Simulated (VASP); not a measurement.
# TiC (Cmcm) in VASP: a series of runs, part 2 of 2

VASP 6.6.1.

**3. Single point, PBE (mode 4 (285.4 1/cm) frozen in, largest displacement +0.075 Å)**

Contents of INCAR:

```
SYSTEM = TiC
PREC = Accurate
ENCUT = 520
EDIFF = 1E-6
ISMEAR = 0
SIGMA = 0.15
LREAL = .FALSE.
LASPH = .TRUE.
NELM = 80
ALGO = Normal
ISIF = 2
LWAVE = .FALSE.
LCHARG = .FALSE.
GGA = PE
NBANDS = 24
```

Contents of KPOINTS:

```
regular mesh
0
G
  20 20 14
  0 0 0
```

Contents of POSCAR:

```
TiC
1.0
    0.0000000000     -2.1664615256     -2.1664615256
    0.0000000000      2.1664615256     -2.1664615256
    4.3329230512      0.0000000000      0.0000000000
Ti C
2 2
Direct
    0.5173093312      0.4826906688      0.5000000000
    0.9826906688      1.0173093312      0.0000000000
    0.4971246049      0.5028753951      0.0000000000
    0.0028753951     -0.0028753951      0.5000000000
```

Potentials or basis: VASP PAW PBE potentials, release 64 (Ti_sv, C).

Command:

```
cat potpaw_PBE.64/Ti_sv/POTCAR potpaw_PBE.64/C/POTCAR > POTCAR
mpirun -np 1 vasp_std > vasp.out
```

OUTCAR:

```text
SYSTEM = TiC
   PREC = Accurate
   ENCUT = 520
   EDIFF = 1E-6
   ISMEAR = 0
   LREAL = .FALSE.
   LASPH = .TRUE.
   NELM = 80
   ISIF = 2
   GGA = PE

 ion  position               nearest neighbor table
   1  0.517  0.483  0.500-   4 2.10   4 2.17   4 2.17   3 2.17   3 2.17   4 2.23
   2  0.983  0.017  0.000-   3 2.10   3 2.17   3 2.17   4 2.17   4 2.17   3 2.23
   3  0.497  0.503  0.000-   2 2.10   2 2.17   2 2.17   1 2.17   1 2.17   2 2.23
   4  0.003  0.997  0.500-   1 2.10   1 2.17   1 2.17   2 2.17   2 2.17   1 2.23

  LATTYP: Found a simple tetragonal cell.
 ALAT       =     3.0638392719
 C/A-ratio  =     1.4142135624

  Lattice vectors:

 A1 = (   0.0000000000,  -2.1664615256,  -2.1664615256)
 A2 = (   0.0000000000,   2.1664615256,  -2.1664615256)
 A3 = (   4.3329230512,   0.0000000000,   0.0000000000)

Analysis of symmetry for initial positions (statically):
=====================================================================
 Subroutine PRICEL returns:
 Original cell was already a primitive cell.

 Routine SETGRP: Setting up the symmetry group for a
 simple tetragonal supercell.

 Subroutine GETGRP returns: Found  8 space group operations
 (whereof  4 operations were pure point group operations)
 out of a pool of 16 trial point group operations.

The static configuration has the point symmetry C_2v.
 The point group associated with its full space group is D_2h.

Analysis of symmetry for dynamics (positions and initial velocities):
=====================================================================
 Subroutine PRICEL returns:
 Original cell was already a primitive cell.

 Routine SETGRP: Setting up the symmetry group for a
 simple tetragonal supercell.

 Subroutine GETGRP returns: Found  8 space group operations
 (whereof  4 operations were pure point group operations)
 out of a pool of 16 trial point group operations.

The dynamic configuration has the point symmetry C_2v.
 The point group associated with its full space group is D_2h.

 Subroutine INISYM returns: Found  8 space group operations
 (whereof  4 operations are pure point group operations),
 and found     1 'primitive' translations

----------------------------------------------------------------------------------------

                                     Primitive cell

  volume of cell :      40.6736

  direct lattice vectors                    reciprocal lattice vectors
     0.000000000 -2.166461526 -2.166461526     0.000000000 -0.230791082 -0.230791082
     0.000000000  2.166461526 -2.166461526     0.000000000  0.230791082 -0.230791082
     4.332923051  0.000000000  0.000000000     0.230791082  0.000000000  0.000000000

  length of vectors
     3.063839272  3.063839272  4.332923051     0.326387878  0.326387878  0.230791082

  position of ions in fractional coordinates (direct lattice)
     0.517309331  0.482690669  0.500000000
     0.982690669  0.017309331  0.000000000
     0.497124605  0.502875395  0.000000000
     0.002875395  0.997124605  0.500000000

  ion indices of the primitive-cell ions
   primitive index   ion index
                 1           1
                 2           2
                 3           3
                 4           4

----------------------------------------------------------------------------------------

 KPOINTS: regular mesh

Automatic generation of k-mesh.
 Grid dimensions read from file:
 generate k-points for:   20   20   14

 Generating k-lattice:

  Cartesian coordinates                     Fractional coordinates (reciprocal lattice)
     0.000000000 -0.011539554 -0.011539554     0.050000000  0.000000000  0.000000000
     0.000000000  0.011539554 -0.011539554     0.000000000  0.050000000  0.000000000
     0.016485077  0.000000000  0.000000000     0.000000000  0.000000000  0.071428571

  Length of vectors
     0.016319394  0.016319394  0.016485077

  Shift w.r.t. Gamma in fractional coordinates (k-lattice)
     0.000000000  0.000000000  0.000000000

 Subroutine IBZKPT returns following result:
 ===========================================

 Found    888 irreducible k-points:

 Following reciprocal coordinates:
            Coordinates               Weight
  0.000000  0.000000  0.000000      1.000000
  0.050000  0.000000  0.000000      4.000000
  0.100000  0.000000  0.000000      4.000000
  0.150000  0.000000  0.000000      4.000000
  0.200000  0.000000  0.000000      4.000000
  0.250000  0.000000  0.000000      4.000000
[... 16 lines left out ...]
 -0.050000  0.300000  0.000000      4.000000
  0.350000  0.050000  0.000000      4.000000
 [... further k-points ...]
   k-points           NKPTS =    888   k-points in BZ     NKDIM =    888   number of bands    NBANDS=     24
   number of dos      NEDOS =    301   number of ions     NIONS =      4
   total plane-waves  NPLWV =  18432
   dimension x,y,z NGX =    24 NGY =   24 NGZ =   32
   dimension x,y,z NGXF=    48 NGYF=   48 NGZF=   64
   ions per type =               2   2
   NGX,Y,Z   is equivalent  to a cutoff of  13.02, 13.02, 12.28 a.u.
   NGXF,Y,Z  is equivalent  to a cutoff of  26.05, 26.05, 24.56 a.u.
 SYSTEM =  TiC
   PREC   = accura    normal or accurate (medium, high low for compatibility)
   ISTART =      0    job   : 0-new  1-cont  2-samecut
   ICHARG =      2    charge: 1-file 2-atom 10-const
   ISPIN  =      1    spin polarized calculation?
   LNONCOLLINEAR =      F non collinear calculations
   LSORBIT =      F    spin-orbit coupling
   LASPH  =      T    aspherical Exc in radial PAW
   ENCUT  =  520.0 eV  38.22 Ry    6.18 a.u.   5.70  5.70  8.06*2*pi/ulx,y,z
   NELM   =     80;   NELMIN=  2; NELMDL= -5     # of ELM steps
   EDIFF  = 0.1E-05   stopping-criterion for ELM
   LREAL  =      F    real-space projection
   EDIFFG = 0.1E-04   stopping-criterion for IOM
   NSW    =      0    number of steps for IOM
   IBRION =     -1    ionic relax: 0-MD 1-quasi-New 2-CG
   NFREE  =      0    steps in history (QN), initial steepest desc. (CG)
   ISIF   =      2    stress and relaxation
   ISYM   =      2    0-nonsym 1-usesym 2-fastsym
   POTIM  = 0.5000    time-step for ionic-motion
   TEBEG  =    0.0;   TEEND  =   0.0 temperature during run
   PSTRESS=    0.0 pullay stress
   NELECT =      32.0000    total number of electrons
   NUPDOWN=      -1.0000    fix difference up-down
   EMIN   =  10.00;   EMAX   =-10.00  energy-range for DOS
   EFERMI =   0.00;   METHOD = LEGACY
   ISMEAR =     0;   SIGMA  =   0.15  broadening in eV -4-tet -1-fermi 0-gaus
   EFERMI_NEDOS =   21; number of points for ismear=-14 and -15
   IALGO  =     38    algorithm
   IMIX   =      4    mixing-type and parameters
     AMIX     =   0.40;   BMIX     =  1.00
     AMIX_MAG =   1.60;   BMIX_MAG =  1.00
  volume/ion in A,a.u.               =      10.17        68.62
  Fermi-wavevector in a.u.,A,eV,Ry     =   1.511311  2.855964 31.076536  2.284061
  Thomas-Fermi vector in A             =   2.621385
   LORBIT       =      0    0 simple, 1 ext, 2 COOP (PROOUT), +10 PAW based schemes
   GGA     = PE    functional components
   LHFCALC =     F    Hartree Fock is set to
   AEXX    =    0.0000 exact exchange contribution
   IVDW    =     0    specifies the selected vdW correction
   LEPSILON=     F    determine dielectric tensor
   LRPA    =     F    only Hartree local field effects (RPA)
 non-spin polarized calculation
 Gauss-broadening in eV      SIGMA  =   0.15
  energy-cutoff  :      520.00
  volume of cell :       40.67
 maximum number of plane-waves:      1136
   NGX = 11   NGY = 11   NGZ = 17

 number of electron      32.0000012 magnetization

 Free energy of the ion-electron system (eV)
  ---------------------------------------------------
  ext. energy  EPLUGINS =         0.00000000
  ---------------------------------------------------
  free energy    TOTEN  =       -37.34053646 eV

  energy without entropy =      -37.33411298  energy(sigma->0) =      -37.33732472

 E-fermi :   9.3969     XC(G=0): -12.6897

 val. band max:        9.3910191807   @ k =   0.0500   0.0000   0.1429
 cond. band min:       9.4000815675   @ k =   0.1000   0.0500   0.0714
 fundamental gap:      0.0090623868
 Fermi energy:         9.3969042339

 k-point     1 :       0.0000    0.0000    0.0000
  band No.  band energies     occupation
      1     -47.1919      2.00000
      2     -47.0922      2.00000
      3     -23.6576      2.00000
      4     -23.3833      2.00000
      5     -23.3808      2.00000
      6     -23.2192      2.00000
[... 16 lines left out ...]
     23      12.3387      0.00000
     24      12.8517      0.00000
[... 598 lines left out ...]
      2     -47.0981      2.00000
      3     -23.5478      2.00000
      4     -23.5226      2.00000
      5     -23.4768      2.00000
      6     -23.3153      2.00000
[... 16 lines left out ...]
     23      13.5658      0.00000
     24      14.6801      0.00000

 [... further k-points ...]
[... 5 lines left out ...]
  --------------------------------------------------------------------------------------
  -------------------------------------------------------------------------------------
  Total        0.4433175      0.3771995     -0.0584088      0.0000000      0.0000000      0.0000000
  in kB       17.4627444     14.8582877     -2.3007859      0.0000000      0.0000000      0.0000000
  external PRESSURE =      10.0067488 kB  Pullay stress =       0.0000000 kB

 VOLUME and BASIS-vectors are now :
 -----------------------------------------------------------------------------
  energy-cutoff  :      520.00
  volume of cell :       40.67
      direct lattice vectors                 reciprocal lattice vectors
     0.000000000 -2.166461526 -2.166461526     0.000000000 -0.230791082 -0.230791082
     0.000000000  2.166461526 -2.166461526     0.000000000  0.230791082 -0.230791082
     4.332923051  0.000000000  0.000000000     0.230791082  0.000000000  0.000000000

 POSITION                                       TOTAL-FORCE (eV/Angst)
 -----------------------------------------------------------------------------------
      2.16646     -0.07500     -2.16646         0.000000      1.095137      0.000000
      0.00000     -2.09146     -2.16646         0.000000     -1.095137      0.000000
      0.00000      0.01246     -2.16646         0.000000     -0.014579      0.000000
      2.16646      2.15400     -2.16646         0.000000      0.014579      0.000000
 -----------------------------------------------------------------------------------
    total drift:                                0.000000     -0.000000     -0.000000

  FREE ENERGIE OF THE ION-ELECTRON SYSTEM (eV)
  ---------------------------------------------------
  free  energy   TOTEN  =       -37.3405364621 eV

  energy  without entropy=      -37.3341129783  energy(sigma->0) =      -37.33732472
```

stdout:

```text
POSCAR found type information on POSCAR TiC
 POSCAR found :  2 types and       4 ions
 scaLAPACK will be used
 LDA part: xc-table for (Slater+PW92), standard interpolation
 POSCAR, INCAR and KPOINTS ok, starting setup
 FFT: planning ... GRIDC
 FFT: planning ... GRID_SOFT
 FFT: planning ... GRID
 WAVECAR not read
 entering main loop
```

Wall time 25 min (1 thread of AMD EPYC 7R13, shared host); peak memory 0.73 GiB.

Results:

* Free energy: -37.3405 eV
* Pressure: 1.0 GPa
* Largest force: 1.095 eV/Å
* Band gap on the k mesh: zero (band 16 reaches 10.12 eV, above the bottom of band 17 at 8.99 eV)

Forces in eV/Å, atoms in the order of the input:
```
Ti   0.000  1.095  0.000
Ti   0.000 -1.095  0.000
C    0.000 -0.015  0.000
C    0.000  0.015  0.000
```

Caveat: the cell differs from its parent crystal (mode 4 (285.4 1/cm) frozen in, largest displacement +0.075 Å); forces of over 1 eV/Å act on the atoms, so gaps and moduli don't describe the material at rest.
